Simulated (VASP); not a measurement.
# SiO2 (P4_12_12) in VASP: relaxation of cell and atoms with PBE

Aim: the relaxation of cell and atoms of SiO2 with PBE.

All numbers are computed with VASP 6.6.1; they aren't measurements. Logs are shortened: lines on timing, memory, paths and dates and some standing lists are left out, and cuts for length are marked.

## Step 1: The cell of the first run

It takes space group P4_12_12 (No. 92, tetragonal). The conventional cell has a = 4.972 Å, b = 4.972 Å, c = 6.922 Å, α = 90.00°, β = 90.00°, γ = 90.00°. Si (site symmetry 2) has 4 O at 1.60 Å within 2.1 Å. O (site symmetry 1) has 2 Si at 1.60 Å within 2.1 Å.

## Step 2: Relaxation of cell and atoms, PBE

Contents of INCAR:

```
SYSTEM = SiO2
PREC = Accurate
ENCUT = 600
EDIFF = 1E-6
ISMEAR = 0
SIGMA = 0.02
LREAL = .FALSE.
LASPH = .TRUE.
NELM = 100
ALGO = Normal
ISIF = 3
LWAVE = .FALSE.
LCHARG = .FALSE.
GGA = PE
IBRION = 2
NSW = 100
EDIFFG = -0.005
```

Contents of KPOINTS:

```
Automatic mesh
0
G
  6 6 4
  0 0 0
```

Contents of POSCAR:

```
SiO2
1.0
    4.9717000000      0.0000000000      0.0000000000
    0.0000000000      4.9717000000      0.0000000000
    0.0000000000      0.0000000000      6.9223000000
Si O
4 8
Direct
    0.3002800000      0.3002800000      0.0000000000
    0.1997200000      0.8002800000      0.2500000000
    0.6997200000      0.6997200000      0.5000000000
    0.8002800000      0.1997200000      0.7500000000
    0.2392000000      0.1044000000      0.1787000000
    0.3956000000      0.7392000000      0.4287000000
    0.7608000000      0.8956000000      0.6787000000
    0.6044000000      0.2608000000      0.9287000000
    0.7392000000      0.3956000000      0.5713000000
    0.8956000000      0.7608000000      0.3213000000
    0.2608000000      0.6044000000      0.0713000000
    0.1044000000      0.2392000000      0.8213000000
```

Potentials or basis: VASP PAW PBE potentials, release 64 (Si, O).

Run with:

```bash
cat potpaw_PBE.64/Si/POTCAR potpaw_PBE.64/O/POTCAR > POTCAR
mpirun -np 1 vasp_std > vasp.out
```

OUTCAR:

```text
SYSTEM = SiO2
   PREC = Accurate
   ENCUT = 600
   EDIFF = 1E-6
   ISMEAR = 0
   LREAL = .FALSE.
   LASPH = .TRUE.
   NELM = 100
   ISIF = 3
   GGA = PE
   IBRION = 2
   NSW = 100
   EDIFFG = -0.005

 ion  position               nearest neighbor table
   1  0.300  0.300  0.000-   8 1.60  11 1.60   5 1.60  12 1.60   2 3.07   4 3.07   2 3.07   4 3.07

   2  0.200  0.800  0.250-   5 1.60  10 1.60   6 1.60  11 1.60   1 3.07   3 3.07   1 3.07   3 3.07

   3  0.700  0.700  0.500-   6 1.60   9 1.60   7 1.60  10 1.60   2 3.07   4 3.07   4 3.07   2 3.07

   4  0.800  0.200  0.750-   7 1.60  12 1.60   9 1.60   8 1.60   1 3.07   3 3.07   3 3.07   1 3.07

   5  0.239  0.104  0.179-   2 1.60   1 1.60
   6  0.396  0.739  0.429-   3 1.60   2 1.60
   7  0.761  0.896  0.679-   4 1.60   3 1.60
   8  0.604  0.261  0.929-   1 1.60   4 1.60
   9  0.739  0.396  0.571-   3 1.60   4 1.60
  10  0.896  0.761  0.321-   2 1.60   3 1.60
  11  0.261  0.604  0.071-   1 1.60   2 1.60
  12  0.104  0.239  0.821-   4 1.60   1 1.60

  LATTYP: Found a simple tetragonal cell.
 ALAT       =     4.9717000000
 C/A-ratio  =     1.3923406481

  Lattice vectors:

 A1 = (   4.9717000000,   0.0000000000,   0.0000000000)
 A2 = (   0.0000000000,   4.9717000000,   0.0000000000)
 A3 = (   0.0000000000,   0.0000000000,   6.9223000000)

Analysis of symmetry for initial positions (statically):
=====================================================================
 Subroutine PRICEL returns:
 Original cell was already a primitive cell.

 Routine SETGRP: Setting up the symmetry group for a
 simple tetragonal supercell.

 Subroutine GETGRP returns: Found  8 space group operations
 (whereof  2 operations were pure point group operations)
 out of a pool of 16 trial point group operations.

The static configuration has the point symmetry C_2 .
 The point group associated with its full space group is D_4 .

Analysis of symmetry for dynamics (positions and initial velocities):
=====================================================================
 Subroutine PRICEL returns:
 Original cell was already a primitive cell.

 Routine SETGRP: Setting up the symmetry group for a
 simple tetragonal supercell.

 Subroutine GETGRP returns: Found  8 space group operations
 (whereof  2 operations were pure point group operations)
 out of a pool of 16 trial point group operations.

The dynamic configuration has the point symmetry C_2 .
 The point group associated with its full space group is D_4 .

 Subroutine INISYM returns: Found  8 space group operations
 (whereof  2 operations are pure point group operations),
 and found     1 'primitive' translations

----------------------------------------------------------------------------------------

                                     Primitive cell

  volume of cell :     171.1040

  direct lattice vectors                    reciprocal lattice vectors
     4.971700000  0.000000000  0.000000000     0.201138444  0.000000000  0.000000000
     0.000000000  4.971700000  0.000000000     0.000000000  0.201138444  0.000000000
     0.000000000  0.000000000  6.922300000     0.000000000  0.000000000  0.144460656

  length of vectors
     4.971700000  4.971700000  6.922300000     0.201138444  0.201138444  0.144460656

  position of ions in fractional coordinates (direct lattice)
     0.300280000  0.300280000  0.000000000
     0.199720000  0.800280000  0.250000000
     0.699720000  0.699720000  0.500000000
     0.800280000  0.199720000  0.750000000
     0.239200000  0.104400000  0.178700000
     0.395600000  0.739200000  0.428700000
     0.760800000  0.895600000  0.678700000
     0.604400000  0.260800000  0.928700000
     0.739200000  0.395600000  0.571300000
     0.895600000  0.760800000  0.321300000
     0.260800000  0.604400000  0.071300000
     0.104400000  0.239200000  0.821300000

  ion indices of the primitive-cell ions
   primitive index   ion index
                 1           1
                 2           2
                 3           3
                 4           4
                 5           5
                 6           6
                 7           7
                 8           8
                 9           9
                10          10
                11          11
                12          12

----------------------------------------------------------------------------------------

 KPOINTS: Automatic mesh

Automatic generation of k-mesh.
 Grid dimensions read from file:
 generate k-points for:    6    6    4

 Generating k-lattice:

  Cartesian coordinates                     Fractional coordinates (reciprocal lattice)
     0.033523074  0.000000000  0.000000000     0.166666667  0.000000000  0.000000000
     0.000000000  0.033523074  0.000000000     0.000000000  0.166666667  0.000000000
     0.000000000  0.000000000  0.036115164     0.000000000  0.000000000  0.250000000

  Length of vectors
     0.033523074  0.033523074  0.036115164

  Shift w.r.t. Gamma in fractional coordinates (k-lattice)
     0.000000000  0.000000000  0.000000000

 Subroutine IBZKPT returns following result:
 ===========================================

 Found     30 irreducible k-points:

 Following reciprocal coordinates:
            Coordinates               Weight
  0.000000  0.000000  0.000000      1.000000
  0.166667  0.000000  0.000000      4.000000
  0.333333  0.000000  0.000000      4.000000
  0.500000  0.000000  0.000000      2.000000
  0.166667  0.166667  0.000000      4.000000
  0.333333  0.166667  0.000000      8.000000
[... 16 lines left out ...]
  0.333333  0.000000  0.500000      4.000000
  0.500000  0.000000  0.500000      2.000000
 [... further k-points ...]
   k-points           NKPTS =     30   k-points in BZ     NKDIM =     30   number of bands    NBANDS=     39
   number of dos      NEDOS =    301   number of ions     NIONS =     12
   total plane-waves  NPLWV =  89600
   dimension x,y,z NGX =    40 NGY =   40 NGZ =   56
   dimension x,y,z NGXF=    80 NGYF=   80 NGZF=  112
   ions per type =               4   8
   NGX,Y,Z   is equivalent  to a cutoff of  13.38, 13.38, 13.45 a.u.
   NGXF,Y,Z  is equivalent  to a cutoff of  26.75, 26.75, 26.90 a.u.
 SYSTEM =  SiO2
   PREC   = accura    normal or accurate (medium, high low for compatibility)
   ISTART =      0    job   : 0-new  1-cont  2-samecut
   ICHARG =      2    charge: 1-file 2-atom 10-const
   ISPIN  =      1    spin polarized calculation?
   LNONCOLLINEAR =      F non collinear calculations
   LSORBIT =      F    spin-orbit coupling
   LASPH  =      T    aspherical Exc in radial PAW
   ENCUT  =  600.0 eV  44.10 Ry    6.64 a.u.   9.93  9.93 13.83*2*pi/ulx,y,z
   NELM   =    100;   NELMIN=  2; NELMDL= -5     # of ELM steps
   EDIFF  = 0.1E-05   stopping-criterion for ELM
   LREAL  =      F    real-space projection
   EDIFFG = -.5E-02   stopping-criterion for IOM
   NSW    =    100    number of steps for IOM
   IBRION =      2    ionic relax: 0-MD 1-quasi-New 2-CG
   NFREE  =      1    steps in history (QN), initial steepest desc. (CG)
   ISIF   =      3    stress and relaxation
   ISYM   =      2    0-nonsym 1-usesym 2-fastsym
   POTIM  = 0.5000    time-step for ionic-motion
   TEBEG  =    0.0;   TEEND  =   0.0 temperature during run
   PSTRESS=    0.0 pullay stress
   NELECT =      64.0000    total number of electrons
   NUPDOWN=      -1.0000    fix difference up-down
   EMIN   =  10.00;   EMAX   =-10.00  energy-range for DOS
   EFERMI =   0.00;   METHOD = LEGACY
   ISMEAR =     0;   SIGMA  =   0.02  broadening in eV -4-tet -1-fermi 0-gaus
   EFERMI_NEDOS =   21; number of points for ismear=-14 and -15
   IALGO  =     38    algorithm
   IMIX   =      4    mixing-type and parameters
     AMIX     =   0.40;   BMIX     =  1.00
     AMIX_MAG =   1.60;   BMIX_MAG =  1.00
  volume/ion in A,a.u.               =      14.26        96.22
  Fermi-wavevector in a.u.,A,eV,Ry     =   1.179546  2.229018 18.930165  1.391328
  Thomas-Fermi vector in A             =   2.315854
   LORBIT       =      0    0 simple, 1 ext, 2 COOP (PROOUT), +10 PAW based schemes
   GGA     = PE    functional components
   LHFCALC =     F    Hartree Fock is set to
   AEXX    =    0.0000 exact exchange contribution
   IVDW    =     0    specifies the selected vdW correction
   LEPSILON=     F    determine dielectric tensor
   LRPA    =     F    only Hartree local field effects (RPA)
 conjugate gradient relaxation of ions
 non-spin polarized calculation
 Gauss-broadening in eV      SIGMA  =   0.02
  energy-cutoff  :      600.00
  volume of cell :      171.10
 maximum number of plane-waves:      5736
 NGX is ok and might be reduce to    40
   NGX = 19   NGY = 19   NGZ = 27

--------------------------------------- Ionic step        1  -------------------------------------------

 number of electron      63.9999978 magnetization

 Free energy of the ion-electron system (eV)
  ---------------------------------------------------
  ext. energy  EPLUGINS =         0.00000000
  ---------------------------------------------------
  free energy    TOTEN  =       -94.77935535 eV

  energy without entropy =      -94.77935535  energy(sigma->0) =      -94.77935535

------------------------ aborting loop because EDIFF is reached ----------------------------------------

  FORCE on cell =-STRESS in cart. coord.  units (eV):
  Direction    XX          YY          ZZ          XY          YZ          ZX
  --------------------------------------------------------------------------------------
  -------------------------------------------------------------------------------------
  Total        7.9443125      7.9443125      8.1804527      0.0000000      0.0000000     -0.0000000
  in kB       74.3886463     74.3886463     76.5998071      0.0000000      0.0000000     -0.0000000
  external PRESSURE =      75.1256999 kB  Pullay stress =       0.0000000 kB
[... 119 lines left out ...]
  FREE ENERGIE OF THE ION-ELECTRON SYSTEM (eV)
  ---------------------------------------------------
  free  energy   TOTEN  =       -94.9493340826 eV

  energy  without entropy=      -94.9493340826  energy(sigma->0) =      -94.94933408

 E-fermi :   0.0134     XC(G=0):  -8.2737

 val. band max:       -0.1075285286   @ k =   0.0000   0.0000   0.0000
 cond. band min:       5.4395516630   @ k =   0.0000   0.0000   0.0000
 fundamental gap:      5.5470801915
 Fermi energy:         0.0134353710

 k-point     1 :       0.0000    0.0000    0.0000
  band No.  band energies     occupation
      1     -19.4278      2.00000
      2     -18.5576      2.00000
      3     -18.5576      2.00000
      4     -17.4372      2.00000
      5     -17.3954      2.00000
      6     -17.3921      2.00000
[... 997 lines left out ...]
     38       9.1334      0.00000
     39       9.8737      0.00000

 [... further k-points ...]

[... ionic steps 4 to 58 ...]

--------------------------------------- Ionic step       59  -------------------------------------------

 number of electron      63.9999976 magnetization

------------------------ aborting loop because EDIFF is reached ----------------------------------------
[... 87 lines left out ...]
--------------------------------------- Ionic step       61  -------------------------------------------

 number of electron      63.9999976 magnetization

 Free energy of the ion-electron system (eV)
  ---------------------------------------------------
  ext. energy  EPLUGINS =         0.00000000
  ---------------------------------------------------
  free energy    TOTEN  =       -94.95688739 eV

  energy without entropy =      -94.95688739  energy(sigma->0) =      -94.95688739

 E-fermi :  -0.1927     XC(G=0):  -8.1133

 val. band max:       -0.2807172108   @ k =   0.0000   0.0000   0.0000
 cond. band min:       5.2363555512   @ k =   0.0000   0.0000   0.0000
 fundamental gap:      5.5170727620
 Fermi energy:        -0.1927329303

 k-point     1 :       0.0000    0.0000    0.0000
  band No.  band energies     occupation
      1     -19.6026      2.00000
      2     -18.7403      2.00000
      3     -18.7403      2.00000
      4     -17.6156      2.00000
      5     -17.5906      2.00000
      6     -17.5874      2.00000
[... 1038 lines left out ...]
  FREE ENERGIE OF THE ION-ELECTRON SYSTEM (eV)
  ---------------------------------------------------
  free  energy   TOTEN  =       -94.9568873944 eV

  energy  without entropy=      -94.9568873944  energy(sigma->0) =      -94.95688739

 reached required accuracy - stopping structural energy minimisation
```

Wall time 48 min (1 thread of AMD EPYC 9R45 (Zen 5), shared host); peak memory 0.36 GiB.

Results:

| Property | Result |
| --- | --- |
| Free energy | -94.9569 eV |
| Relaxed volume | 15.25 Å³/atom |
| Relaxed cell | a = 5.082 Å, b = 5.082 Å, c = 7.087 Å, α = 90.00°, β = 90.00°, γ = 90.00° |
| Space group after relaxing (to 0.1 Å) | P4_12_12 (No. 92) |
| Energy gained by relaxing | 14.8 meV/atom |
| Ionic steps | 61 |
| Pressure after relaxing | 0.0 GPa |
| Band gap on the k mesh | 5.52 eV |

Forces on the atoms (eV/Å):
```
Si  -0.002 -0.002  0.000
Si   0.002 -0.002  0.000
Si   0.002  0.002  0.000
Si  -0.002  0.002  0.000
O    0.001  0.001  0.001
O   -0.001  0.001  0.001
O   -0.001 -0.001  0.001
O    0.001 -0.001  0.001
O    0.001 -0.001 -0.001
O   -0.001 -0.001 -0.001
O   -0.001  0.001 -0.001
O    0.001  0.001 -0.001
```

Step by step:
```tsv
step	energy change (eV)	largest force (eV/Å)	pressure (GPa)	volume (Å³)
1	0.0000	0.4593	7.51	171.10
3	-0.1700	0.0452	-0.07	177.97
5	-0.1698	0.0895	0.05	177.93
7	-0.1705	0.0308	0.01	178.03
9	-0.1714	0.0538	-0.55	179.46
11	-0.1716	0.0526	-0.54	179.52
13	-0.1724	0.0484	-0.51	179.82
15	-0.1741	0.0527	-0.41	181.02
17	-0.1743	0.0669	-0.37	181.57
19	-0.1753	0.0380	-0.03	181.33
21	-0.1757	0.0292	0.10	181.25
23	-0.1757	0.0791	0.41	181.05
25	-0.1763	0.0326	0.20	181.22
27	-0.1769	0.0166	0.02	181.53
29	-0.1770	0.0246	-0.03	181.64
31	-0.1770	0.0187	-0.03	181.69
33	-0.1771	0.0102	-0.05	181.81
35	-0.1771	0.0101	0.03	181.74
37	-0.1772	0.0106	0.04	181.76
39	-0.1772	0.0080	0.00	181.83
41	-0.1772	0.0091	-0.04	181.92
43	-0.1772	0.0087	-0.01	181.95
45	-0.1773	0.0099	0.04	182.02
47	-0.1773	0.0130	0.00	182.21
49	-0.1773	0.0151	-0.02	182.31
51	-0.1774	0.0109	-0.06	182.58
53	-0.1775	0.0133	-0.06	182.71
55	-0.1775	0.0061	0.03	183.19
57	-0.1775	0.0078	0.01	183.07
59	-0.1775	0.0080	0.00	183.05
61	-0.1775	0.0024	0.00	183.02
```

Final structure:
```yaml
crystal:
  lattice:
    - [5.08197, 0.00000, 0.00000]
    - [0.00000, 5.08197, 0.00000]
    - [0.00000, 0.00000, 7.08660]
  atoms:
    - { symbol: Si, position: [0.29463, 0.29463, 0.00000] }
    - { symbol: Si, position: [0.20537, 0.79463, 0.25000] }
    - { symbol: Si, position: [0.70537, 0.70537, 0.50000] }
    - { symbol: Si, position: [0.79463, 0.20537, 0.75000] }
    - { symbol: O, position: [0.24096, 0.09445, 0.17461] }
    - { symbol: O, position: [0.40555, 0.74096, 0.42461] }
    - { symbol: O, position: [0.75904, 0.90555, 0.67461] }
    - { symbol: O, position: [0.59445, 0.25904, 0.92461] }
    - { symbol: O, position: [0.74096, 0.40555, 0.57539] }
    - { symbol: O, position: [0.90555, 0.75904, 0.32539] }
    - { symbol: O, position: [0.25904, 0.59445, 0.07539] }
    - { symbol: O, position: [0.09445, 0.24096, 0.82539] }
```

A k mesh can miss the band edges. PBE usually gives volumes a little too large and moduli too small.
